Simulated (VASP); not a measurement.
Wanted: the native input for a VASP 6.6.1 run.

```yaml
Task: single point
Functional: LDA
Potentials_or_basis: VASP PAW PBE potentials, release 64 (Eu)
Cutoff: 520 eV
k_mesh: 14 × 14 × 14
Occupations: gaussian, width 0.05 eV
Spin: collinear spin, ferromagnetic start
Starting_moments: "[7.7] μB"
Dipole_correction: no
Further_INCAR_settings: ALGO = Normal; EDIFF = 1e-06; NBANDS = 18
```

The structure of Eu lies in POSCAR:

```
Eu
1.0
   -2.1313803611      2.1313803611      2.1313803611
    2.1313803611     -2.1313803611      2.1313803611
    2.1313803611      2.1313803611     -2.1313803611
Eu
1
Direct
    0.0000000000      0.0000000000      0.0000000000
```

These files were run (other wordings do the same):

INCAR

```
SYSTEM = Eu
PREC = Accurate
ENCUT = 520
EDIFF = 1E-6
ISMEAR = 0
SIGMA = 0.05
LREAL = .FALSE.
LASPH = .TRUE.
NELM = 150
ALGO = Normal
ISIF = 2
LWAVE = .FALSE.
LCHARG = .FALSE.
ISPIN = 2
MAGMOM = 7.7
LORBIT = 11
LMAXMIX = 6
GGA = CA
NBANDS = 18
```

KPOINTS

```
regular mesh
0
G
  14 14 14
  0 0 0
```

Potentials or basis: VASP PAW PBE potentials, release 64 (Eu).

Run with:

```bash
$ cat potpaw_PBE.64/Eu/POTCAR > POTCAR
$ mpirun -np 1 vasp_std > vasp.out
```

It gave:

| Quantity | Value |
| --- | --- |
| Pressure | -2.1 GPa |
| Net moment | 7.15 μB per cell |
| Site moments | Eu +6.66 μB |
| Valence electrons inside the program's atomic spheres | Eu 14.69 |

Caveat: the PAW data sets were made with another functional, which shifts forces and pressure a little.

Run time: 93 s on 1 thread of Intel(R) Xeon(R) Platinum 8488C (Sapphire Rapids), on a shared host, peak memory 0.24 GiB.
